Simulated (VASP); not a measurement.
# BaTiO3 (R3m) in VASP: further runs

The runs below take BaTiO3 through single point, with r2SCAN.

All numbers are computed with VASP 6.6.1; they aren't measurements. Logs are shortened: lines on timing, memory, paths and dates and some standing lists are left out, and cuts for length are marked.

### Step 1. The cell of the first run

Symmetry: R3m, No. 160, trigonal system. Conventional cell: a = 5.680 Å, b = 5.680 Å, c = 6.994 Å, α = 90.00°, β = 90.00°, γ = 120.00°. Within 3.5 Å of Ba (site symmetry 3m) lie 12 O at 2.62 to 3.10 Å and 4 Ti at 3.39 to 3.45 Å. Within 2.5 Å of Ti (site symmetry 3m) lie 6 O at 1.87 to 2.16 Å. O (site symmetry m) has 2 Ti at 1.87 to 2.16 Å within 2.5 Å.

### Step 2. Single point, r2SCAN

Contents of POSCAR:

```
BaTiO3
1.0
    2.8400536833      1.6397057586      2.3314328269
   -2.8400536833      1.6397057586      2.3314328269
    0.0000000000     -3.2794115171      2.3314328269
Ba Ti O
1 1 3
Direct
    0.0313798233      0.0313798233      0.0313798233
    0.5162478494      0.5162478494      0.5162478494
    0.4897536543      0.4897536543      0.9801597377
    0.4897536543      0.9801597377      0.4897536543
    0.9801597377      0.4897536543      0.4897536543
```

Contents of INCAR.step1:

```
SYSTEM = BaTiO3
PREC = Accurate
ENCUT = 520
ISMEAR = 0
SIGMA = 0.05
LREAL = .False.
LASPH = .True.
NELM = 80
NBANDS = 28
GGA = PE
ALGO = Normal
EDIFF = 1E-4
LWAVE = .True.
LCHARG = .False.
```

Contents of INCAR.step2:

```
SYSTEM = BaTiO3
PREC = Accurate
ENCUT = 520
EDIFF = 1E-6
ISMEAR = 0
SIGMA = 0.05
LREAL = .False.
LASPH = .True.
NELM = 80
ALGO = Normal
ISIF = 2
LWAVE = .False.
LCHARG = .True.
METAGGA = R2SCAN
LMIXTAU = .True.
LELF = .True.
LVHAR = .True.
NBANDS = 28
ISTART = 1
```

Contents of KPOINTS:

```
Automatic mesh
0
Gamma
  6 6 6
  0 0 0
```

Potentials or basis: VASP PAW PBE potentials, release 64 (Ba_sv, Ti_sv, O).

Command:

```console
cat potpaw_PBE.64/Ba_sv/POTCAR potpaw_PBE.64/Ti_sv/POTCAR potpaw_PBE.64/O/POTCAR > POTCAR
cp INCAR.step1 INCAR
mpirun -np 1 vasp_std > vasp.out
cp INCAR.step2 INCAR
mpirun -np 1 vasp_std > vasp.out
```

OUTCAR:

```text
SYSTEM = BaTiO3
   PREC = Accurate
   ENCUT = 520
   EDIFF = 1E-6
   ISMEAR = 0
   LREAL = .False.
   LASPH = .True.
   NELM = 80
   ISIF = 2
   METAGGA = R2SCAN
   ISTART = 1

 ion  position               nearest neighbor table
   1  0.031  0.031  0.031-   4 2.62   5 2.62   3 2.62   4 2.86   5 2.86   3 2.86   3 2.86   5 2.86
                             4 2.86   5 3.10   4 3.10   3 3.10   2 3.39   2 3.45   2 3.45   2 3.45
   2  0.516  0.516  0.516-   3 1.87   4 1.87   5 1.87   3 2.16   4 2.16   5 2.16   1 3.39   1 3.45
                             1 3.45   1 3.45   1 3.52   1 3.52   1 3.52   1 3.60
   3  0.490  0.490  0.980-   2 1.87   2 2.16   1 2.62   1 2.86   1 2.86   1 3.10
   4  0.490  0.980  0.490-   2 1.87   2 2.16   1 2.62   1 2.86   1 2.86   1 3.10
   5  0.980  0.490  0.490-   2 1.87   2 2.16   1 2.62   1 2.86   1 2.86   1 3.10

  LATTYP: Found a trigonal (rhomboedric) cell.
 ALAT       =     4.0236946859
 COS(alpha) =     0.0036015225

  Lattice vectors:

 A1 = (   2.8400536833,   1.6397057586,   2.3314328269)
 A2 = (  -2.8400536833,   1.6397057586,   2.3314328269)
 A3 = (   0.0000000000,  -3.2794115171,   2.3314328269)

Analysis of symmetry for initial positions (statically):
=====================================================================
 Subroutine PRICEL returns:
 Original cell was already a primitive cell.

 Routine SETGRP: Setting up the symmetry group for a
 trigonal (rhombohedral) supercell.

 Subroutine GETGRP returns: Found  6 space group operations
 (whereof  6 operations were pure point group operations)
 out of a pool of 12 trial point group operations.

The static configuration has the point symmetry C_3v.

Analysis of symmetry for dynamics (positions and initial velocities):
=====================================================================
 Subroutine PRICEL returns:
 Original cell was already a primitive cell.

 Routine SETGRP: Setting up the symmetry group for a
 trigonal (rhombohedral) supercell.

 Subroutine GETGRP returns: Found  6 space group operations
 (whereof  6 operations were pure point group operations)
 out of a pool of 12 trial point group operations.

The dynamic configuration has the point symmetry C_3v.

 Subroutine INISYM returns: Found  6 space group operations
 (whereof  6 operations are pure point group operations),
 and found     1 'primitive' translations

----------------------------------------------------------------------------------------

                                     Primitive cell

  volume of cell :      65.1428

  direct lattice vectors                    reciprocal lattice vectors
     2.840053683  1.639705759  2.331432827     0.176053010  0.101644253  0.142973595
    -2.840053683  1.639705759  2.331432827    -0.176053010  0.101644253  0.142973595
     0.000000000 -3.279411517  2.331432827     0.000000000 -0.203288506  0.142973595

  length of vectors
     4.023694686  4.023694686  4.023694686     0.248531015  0.248531015  0.248531015

  position of ions in fractional coordinates (direct lattice)
     0.031379823  0.031379823  0.031379823
     0.516247849  0.516247849  0.516247849
     0.489753654  0.489753654  0.980159738
     0.489753654  0.980159738  0.489753654
     0.980159738  0.489753654  0.489753654

  ion indices of the primitive-cell ions
   primitive index   ion index
                 1           1
                 2           2
                 3           3
                 4           4
                 5           5

----------------------------------------------------------------------------------------

 KPOINTS: Automatic mesh

Automatic generation of k-mesh.
 Grid dimensions read from file:
 generate k-points for:    6    6    6

 Generating k-lattice:

  Cartesian coordinates                     Fractional coordinates (reciprocal lattice)
     0.029342168  0.016940709  0.023828933     0.166666667 -0.000000000 -0.000000000
    -0.029342168  0.016940709  0.023828933    -0.000000000  0.166666667 -0.000000000
     0.000000000 -0.033881418  0.023828933    -0.000000000 -0.000000000  0.166666667

  Length of vectors
     0.041421836  0.041421836  0.041421836

  Shift w.r.t. Gamma in fractional coordinates (k-lattice)
     0.000000000  0.000000000  0.000000000

 Subroutine IBZKPT returns following result:
 ===========================================

 Found     32 irreducible k-points:

 Following reciprocal coordinates:
            Coordinates               Weight
  0.000000  0.000000  0.000000      1.000000
  0.166667 -0.000000 -0.000000      6.000000
  0.333333 -0.000000 -0.000000      6.000000
  0.500000 -0.000000 -0.000000      3.000000
  0.166667  0.166667 -0.000000      6.000000
  0.333333  0.166667 -0.000000     12.000000
[... 16 lines left out ...]
  0.500000  0.500000  0.166667      6.000000
 -0.333333  0.500000  0.166667     12.000000
 [... further k-points ...]
   k-points           NKPTS =     32   k-points in BZ     NKDIM =     32   number of bands    NBANDS=     28
   number of dos      NEDOS =    301   number of ions     NIONS =      5
   total plane-waves  NPLWV =  27000
   dimension x,y,z NGX =    30 NGY =   30 NGZ =   30
   dimension x,y,z NGXF=    60 NGYF=   60 NGZF=   60
   ions per type =               1   1   3
   NGX,Y,Z   is equivalent  to a cutoff of  12.40, 12.40, 12.40 a.u.
   NGXF,Y,Z  is equivalent  to a cutoff of  24.79, 24.79, 24.79 a.u.
 SYSTEM =  BaTiO3
   PREC   = accura    normal or accurate (medium, high low for compatibility)
   ISTART =      1    job   : 0-new  1-cont  2-samecut
   ICHARG =      0    charge: 1-file 2-atom 10-const
   ISPIN  =      1    spin polarized calculation?
   LNONCOLLINEAR =      F non collinear calculations
   LSORBIT =      F    spin-orbit coupling
   LASPH  =      T    aspherical Exc in radial PAW
   ENCUT  =  520.0 eV  38.22 Ry    6.18 a.u.   7.48  7.48  7.48*2*pi/ulx,y,z
   NELM   =     80;   NELMIN=  2; NELMDL=  0     # of ELM steps
   EDIFF  = 0.1E-05   stopping-criterion for ELM
   LREAL  =      F    real-space projection
   EDIFFG = 0.1E-04   stopping-criterion for IOM
   NSW    =      0    number of steps for IOM
   IBRION =     -1    ionic relax: 0-MD 1-quasi-New 2-CG
   NFREE  =      0    steps in history (QN), initial steepest desc. (CG)
   ISIF   =      2    stress and relaxation
   ISYM   =      2    0-nonsym 1-usesym 2-fastsym
   POTIM  = 0.5000    time-step for ionic-motion
   TEBEG  =    0.0;   TEEND  =   0.0 temperature during run
   PSTRESS=    0.0 pullay stress
   NELECT =      40.0000    total number of electrons
   NUPDOWN=      -1.0000    fix difference up-down
   EMIN   =  10.00;   EMAX   =-10.00  energy-range for DOS
   EFERMI =   0.00;   METHOD = LEGACY
   ISMEAR =     0;   SIGMA  =   0.05  broadening in eV -4-tet -1-fermi 0-gaus
   EFERMI_NEDOS =   21; number of points for ismear=-14 and -15
   IALGO  =     38    algorithm
   IMIX   =      4    mixing-type and parameters
     AMIX     =   0.40;   BMIX     =  1.00
     AMIX_MAG =   1.60;   BMIX_MAG =  1.00
  volume/ion in A,a.u.               =      13.03        87.92
  Fermi-wavevector in a.u.,A,eV,Ry     =   1.391466  2.629490 26.343298  1.936178
  Thomas-Fermi vector in A             =   2.515302
   LORBIT       =      0    0 simple, 1 ext, 2 COOP (PROOUT), +10 PAW based schemes
   METAGGA = R2SCAN    functional components
   LHFCALC =     F    Hartree Fock is set to
   AEXX    =    0.0000 exact exchange contribution
   IVDW    =     0    specifies the selected vdW correction
   LEPSILON=     F    determine dielectric tensor
   LRPA    =     F    only Hartree local field effects (RPA)
 non-spin polarized calculation
 Gauss-broadening in eV      SIGMA  =   0.05
  energy-cutoff  :      520.00
  volume of cell :       65.14
 maximum number of plane-waves:      1776
 NGX is ok and might be reduce to    30
   NGX = 15   NGY = 15   NGZ = 15

 number of electron      40.0000008 magnetization

 Free energy of the ion-electron system (eV)
  ---------------------------------------------------
  ext. energy  EPLUGINS =         0.00000000
  ---------------------------------------------------
  free energy    TOTEN  =       -74.11411079 eV

  energy without entropy =      -74.11411079  energy(sigma->0) =      -74.11411079

 E-fermi :   3.6937     XC(G=0): -11.7942

 val. band max:        3.3142156560   @ k =   0.5000   0.5000   0.5000
 cond. band min:       6.1737864152   @ k =   0.0000   0.0000   0.0000
 fundamental gap:      2.8595707592
 Fermi energy:         3.6937465566

 k-point     1 :       0.0000    0.0000    0.0000
  band No.  band energies     occupation
      1     -55.2198      2.00000
      2     -30.4208      2.00000
      3     -30.4208      2.00000
      4     -30.4198      2.00000
      5     -22.0895      2.00000
      6     -14.4472      2.00000
[... 20 lines left out ...]
     27       9.2246      0.00000
     28      11.3514      0.00000

 k-point     2 :       0.1667   -0.0000   -0.0000
  band No.  band energies     occupation
      1     -55.2195      2.00000
      2     -30.4344      2.00000
      3     -30.4203      2.00000
      4     -30.4195      2.00000
      5     -22.0591      2.00000
      6     -14.4694      2.00000
[... 20 lines left out ...]
     27       9.6723      0.00000
     28      11.9697      0.00000

 k-point     3 :       0.3333   -0.0000   -0.0000
  band No.  band energies     occupation
      1     -55.2190      2.00000
      2     -30.4618      2.00000
      3     -30.4194      2.00000
      4     -30.4186      2.00000
      5     -21.9970      2.00000
      6     -14.5914      2.00000
[... 20 lines left out ...]
     27      10.7903      0.00000
     28      12.4374      0.00000

 k-point     4 :       0.5000   -0.0000   -0.0000
  band No.  band energies     occupation
      1     -55.2187      2.00000
      2     -30.4753      2.00000
      3     -30.4189      2.00000
      4     -30.4181      2.00000
      5     -21.9653      2.00000
      6     -14.6714      2.00000
[... 20 lines left out ...]
     27      11.5560      0.00000
     28      12.3680      0.00000

 k-point     5 :       0.1667    0.1667   -0.0000
  band No.  band energies     occupation
      1     -55.2193      2.00000
      2     -30.4338      2.00000
      3     -30.4337      2.00000
      4     -30.4194      2.00000
      5     -22.0316      2.00000
      6     -14.4485      2.00000
[... 20 lines left out ...]
     27      10.2043      0.00000
     28      12.2066      0.00000

 k-point     6 :       0.3333    0.1667   -0.0000
  band No.  band energies     occupation
      1     -55.2188      2.00000
      2     -30.4610      2.00000
      3     -30.4326      2.00000
      4     -30.4185      2.00000
      5     -21.9749      2.00000
      6     -14.5002      2.00000
[... 463 lines left out ...]
      5     -21.9097      2.00000
      6     -14.2456      2.00000
[... 20 lines left out ...]
     27      11.9635      0.00000
     28      12.6431      0.00000

 k-point    22 :      -0.1667    0.3333    0.1667
  band No.  band energies     occupation
      1     -55.2185      2.00000
      2     -30.4604      2.00000
      3     -30.4336      2.00000
      4     -30.4304      2.00000
      5     -21.9531      2.00000
      6     -14.4050      2.00000
[... 20 lines left out ...]
     27      11.4794      0.00000
     28      12.4888      0.00000

 k-point    23 :       0.5000    0.5000    0.1667
  band No.  band energies     occupation
      1     -55.2174      2.00000
      2     -30.4719      2.00000
      3     -30.4711      2.00000
      4     -30.4299      2.00000
      5     -21.8684      2.00000
      6     -14.0614      2.00000
[... 20 lines left out ...]
     27      12.4104      0.00000
     28      12.8708      0.00000

 k-point    24 :      -0.3333    0.5000    0.1667
  band No.  band energies     occupation
      1     -55.2177      2.00000
      2     -30.4723      2.00000
      3     -30.4582      2.00000
      4     -30.4304      2.00000
      5     -21.8879      2.00000
      6     -14.1921      2.00000
[... 20 lines left out ...]
     27      12.0725      0.00000
     28      12.7257      0.00000

 [... further k-points ...]

------------------------ aborting loop because EDIFF is reached ----------------------------------------

  FORCE on cell =-STRESS in cart. coord.  units (eV):
  Direction    XX          YY          ZZ          XY          YZ          ZX
  --------------------------------------------------------------------------------------
  -------------------------------------------------------------------------------------
  Total        1.1638602      1.1638602      2.1344561      0.0000000      0.0000000      0.0000000
  in kB       28.6249512     28.6249512     52.4965998      0.0000000      0.0000000      0.0000000
  external PRESSURE =      36.5821674 kB  Pullay stress =       0.0000000 kB

 VOLUME and BASIS-vectors are now :
 -----------------------------------------------------------------------------
  energy-cutoff  :      520.00
  volume of cell :       65.14
      direct lattice vectors                 reciprocal lattice vectors
     2.840053683  1.639705759  2.331432827     0.176053010  0.101644253  0.142973595
    -2.840053683  1.639705759  2.331432827    -0.176053010  0.101644253  0.142973595
     0.000000000 -3.279411517  2.331432827     0.000000000 -0.203288506  0.142973595

 POSITION                                       TOTAL-FORCE (eV/Angst)
 -----------------------------------------------------------------------------------
      0.00000      0.00000      0.21948        -0.000000     -0.000000     -1.592644
      0.00000      0.00000      3.61079        -0.000000      0.000000      0.553650
      0.00000     -1.60824      4.56883        -0.000000     -0.018193      0.346331
     -1.39278      0.80412      4.56883        -0.015755      0.009096      0.346331
      1.39278      0.80412      4.56883         0.015755      0.009096      0.346331
 -----------------------------------------------------------------------------------
    total drift:                               -0.000000     -0.000001      0.001135

  FREE ENERGIE OF THE ION-ELECTRON SYSTEM (eV)
  ---------------------------------------------------
  free  energy   TOTEN  =       -74.1141107874 eV

  energy  without entropy=      -74.1141107874  energy(sigma->0) =      -74.11411079
```

Wall time 3.1 min (1 thread of Intel Xeon Platinum 8259CL at 2.50GHz (Skylake/Cascade Lake), shared host); peak memory 0.2 GiB.

What came out:

| Item | Value |
| --- | --- |
| Free energy | -74.1141 eV |
| Pressure | 3.7 GPa |
| Largest force | 1.593 eV/Å |
| Band gap on the k mesh | 2.86 eV, indirect (least direct gap 3.37 eV) |

Forces in eV/Å, atoms in the order of the input:
```
Ba   0.000  0.000 -1.593
Ti   0.000  0.000  0.554
O    0.000 -0.018  0.346
O   -0.016  0.009  0.346
O    0.016  0.009  0.346
```

Caveat: the cell differs from its parent crystal (all Ba atoms moved -0.200 Å, as atom 1 towards its neighbour atom 2 (Ti) at 3.403 Å); the PAW data sets were made with another functional, which shifts forces and pressure a little; spin-orbit coupling is left out, which moves the levels of the heavy elements. A k mesh can miss the band edges.

### Step 3. Single point, r2SCAN

Changes to POSCAR since step 2:

```diff
@@ -8,3 +8,3 @@
 Direct
-    0.0313798233      0.0313798233      0.0313798233
+   -0.0186609350     -0.0186609350     -0.0186609350
     0.5162478494      0.5162478494      0.5162478494
```

Contents of INCAR.step1:

```
SYSTEM = BaTiO3
ALGO = Normal
EDIFF = 1E-4
ENCUT = 520
GGA = PE
ISMEAR = 0
LASPH = .True.
LCHARG = .False.
LREAL = .False.
LWAVE = .True.
NBANDS = 28
NELM = 60
PREC = Accurate
SIGMA = 0.05
```

Contents of INCAR.step2:

```
SYSTEM = BaTiO3
ALGO = Normal
EDIFF = 1E-6
ENCUT = 520
ISIF = 2
ISMEAR = 0
ISTART = 1
LASPH = .True.
LCHARG = .False.
LMIXTAU = .True.
LREAL = .False.
LWAVE = .False.
METAGGA = R2SCAN
NBANDS = 28
NELM = 60
PREC = Accurate
SIGMA = 0.05
```

Contents of KPOINTS:

```
k-points
0
Gamma
  6 6 6
  0 0 0
```

Potentials or basis: VASP PAW PBE potentials, release 64 (Ba_sv, Ti_sv, O).

Command:

```console
cat potpaw_PBE.64/Ba_sv/POTCAR potpaw_PBE.64/Ti_sv/POTCAR potpaw_PBE.64/O/POTCAR > POTCAR
cp INCAR.step1 INCAR
mpirun -np 1 vasp_std > vasp.out
cp INCAR.step2 INCAR
mpirun -np 1 vasp_std > vasp.out
```

Run time: 2.9 min. Hardware: 1 thread of Intel Xeon Platinum 8259CL at 2.50GHz (Skylake/Cascade Lake), shared host; peak memory 0.21 GiB.

The run converged. Its results:

* Free energy: -74.1966 eV
* Pressure: 2.2 GPa
* Largest force: 0.993 eV/Å
* Band gap on the k mesh: 2.82 eV, indirect (least direct gap 3.28 eV)

Forces on the atoms (eV/Å):
```
Ba   0.000  0.000  0.993
Ti   0.000  0.000 -0.751
O    0.000 -0.060 -0.081
O   -0.052  0.030 -0.081
O    0.052  0.030 -0.081
```

Stress tensor (GPa, compression positive):
```
1.94 0.00 0.00
0.00 1.94 0.00
0.00 0.00 2.77
```

Levels at points of the mesh, in eV from the valence-band top:
```
           k point  band 17  band 18  band 19  band 20  band 21  band 22  band 23  band 24
(0.00, 0.00, 0.00)    -1.07    -0.56    -0.46    -0.46     2.82     2.82     2.94     4.80
(0.50, 0.00, 0.00)    -1.63    -1.47    -1.02    -0.88     3.01     4.15     4.26     4.76
(0.50, 0.50, 0.00)    -1.67    -0.93    -0.89    -0.09     4.22     4.25     4.58     5.39
(0.50, 0.50, 0.50)    -2.33    -0.01    -0.01     0.00     4.62     4.85     4.85     7.15
```

Caveat: the cell differs from its parent crystal (all Ba atoms moved +0.150 Å, as atom 1 towards its neighbour atom 2 (Ti) at 3.403 Å); the PAW data sets were made with another functional, which shifts forces and pressure a little; spin-orbit coupling is left out, which moves the levels of the heavy elements. A k mesh can miss the band edges.

### Step 4. Single point, r2SCAN

Changes to POSCAR since step 3:

```diff
@@ -8,3 +8,3 @@
 Direct
-   -0.0186609350     -0.0186609350     -0.0186609350
+    0.0170824638      0.0170824638      0.0170824638
     0.5162478494      0.5162478494      0.5162478494
```

Contents of INCAR.step1:

```
  PREC = Accurate
  ENCUT = 520
  ISMEAR = 0
  SIGMA = 0.05
  LREAL = False
  LASPH = True
  NELM = 60
  NBANDS = 28
  GGA = PE
  ALGO = Normal
  EDIFF = 1E-4
  LWAVE = True
  LCHARG = False
```

Contents of INCAR.step2:

```
  PREC = Accurate
  ENCUT = 520
  EDIFF = 1E-7
  ISMEAR = 0
  SIGMA = 0.05
  LREAL = False
  LASPH = True
  NELM = 60
  ALGO = Normal
  ISIF = 2
  LWAVE = False
  LCHARG = False
  METAGGA = R2SCAN
  LMIXTAU = True
  NBANDS = 28
  ISTART = 1
```

Contents of KPOINTS:

```
Automatic mesh
0
Gamma
  6 6 6
```

Command:

```console
cat potpaw_PBE.64/Ba_sv/POTCAR potpaw_PBE.64/Ti_sv/POTCAR potpaw_PBE.64/O/POTCAR > POTCAR
cp INCAR.step1 INCAR
mpirun -np 1 vasp_std > vasp.out
cp INCAR.step2 INCAR
mpirun -np 1 vasp_std > vasp.out
```

Run time: 3 min. Hardware: 1 thread of Intel Xeon Platinum 8259CL at 2.50GHz (Skylake/Cascade Lake), shared host; peak memory 0.21 GiB.

The run converged. Its results:

| Item | Value |
| --- | --- |
| Free energy | -74.2300 eV |
| Pressure | 2.5 GPa |
| Largest force | 0.752 eV/Å |
| Band gap on the k mesh | 2.86 eV, indirect (least direct gap 3.34 eV) |

Forces on the atoms (eV/Å):
```
Ba   0.000  0.000 -0.752
Ti   0.000  0.000  0.188
O    0.000 -0.065  0.188
O   -0.056  0.033  0.188
O    0.056  0.033  0.188
```

Stress tensor (GPa, compression positive):
```
2.25 0.00 0.00
0.00 2.25 0.00
0.00 0.00 2.88
```

Levels at points of the mesh, in eV from the valence-band top:
```
           k point  band 18  band 19  band 20  band 21  band 22  band 23
(0.00, 0.00, 0.00)    -0.60    -0.48    -0.48     2.86     2.86     3.01
(0.50, 0.00, 0.00)    -1.53    -1.00    -0.90     2.99     4.12     4.26
(0.50, 0.50, 0.00)    -0.88    -0.84    -0.09     4.22     4.22     4.57
(0.50, 0.50, 0.50)    -0.06    -0.06     0.00     4.67     4.84     4.84
```

Caveat: the cell differs from its parent crystal (all Ba atoms moved -0.100 Å, as atom 1 towards its neighbour atom 2 (Ti) at 3.403 Å); the PAW data sets were made with another functional, which shifts forces and pressure a little; spin-orbit coupling is left out, which moves the levels of the heavy elements. A k mesh can miss the band edges.
